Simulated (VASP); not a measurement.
Ir2Ru:

```
CELL_PARAMETERS angstrom
2.57450 0.00000 0.00000
-1.28725 2.22958 0.00000
0.00000 0.00000 14.56521
ATOMIC_POSITIONS crystal
Ru 0.33333 0.66667 0.75000
Ru 0.66667 0.33333 0.25000
Ir 0.33333 0.66667 0.08333
Ir 0.33333 0.66667 0.41667
Ir 0.66667 0.33333 0.91667
Ir 0.66667 0.33333 0.58333
```

```yaml
Program: VASP 6.6.1
Task: relaxation of cell and atoms
Functional: PBE
Potentials_or_basis: VASP PAW PBE potentials, release 64 (Ru_pv, Ir)
Cutoff: 600 eV
k_mesh: 6 × 6 × 2
Occupations: gaussian, width 0.1 eV
Spin: no spin polarisation
```

At the start: pressure 22.2 GPa; volume 13.93 Å³/atom.

Q: Where does the relaxation end?

A: Over 14 steps the energy falls by 393.5 meV/atom and the volume is 14.34 Å³/atom (+2.9 %); space group P6_3/mmc (No. 194, to 0.1 Å) before and after.

Step by step:
```
step  energy change (eV)  largest force (eV/Å)  pressure (GPa)  volume (Å³)
   1              0.0000                0.5518           22.17        83.61
   2              1.6277                0.0858          -38.19       106.77
   3             -1.0249                0.2949          -16.30        92.02
   4             -0.3490                0.1125           31.49        81.13
   5             -2.0452                0.3053           -4.70        87.45
   6             -2.3367                0.4376           -2.83        86.77
   7             -2.3382                0.4103            0.36        86.00
   8             -2.3433                0.4238           -1.23        86.37
   9             -2.3430                0.4197           -0.75        86.26
  10             -2.3573                0.0389            2.09        85.51
  11             -2.3582                0.1109            1.51        85.65
  12             -2.3550                0.0789           -2.38        86.68
  13             -2.3609                0.0294           -0.09        86.06
  14             -2.3611                0.0048            0.02        86.04
```

Final structure:
```xyz
6
Lattice="2.7662 0.0000 0.0000 -1.3831 2.3956 0.0000 0.0000 0.0000 12.9844" Properties=species:S:1:pos:R:3 pbc="T T T"
Ru    0.0000    1.5971    9.7383
Ru    1.3831    0.7985    3.2461
Ir    0.0000    1.5971    1.1159
Ir    0.0000    1.5971    5.3763
Ir    1.3831    0.7985   11.8685
Ir    1.3831    0.7985    7.6081
```

Caveat: the k points lie up to 0.44 Å⁻¹ apart in the final cell; the highest band is partly filled, so the run has too few bands.
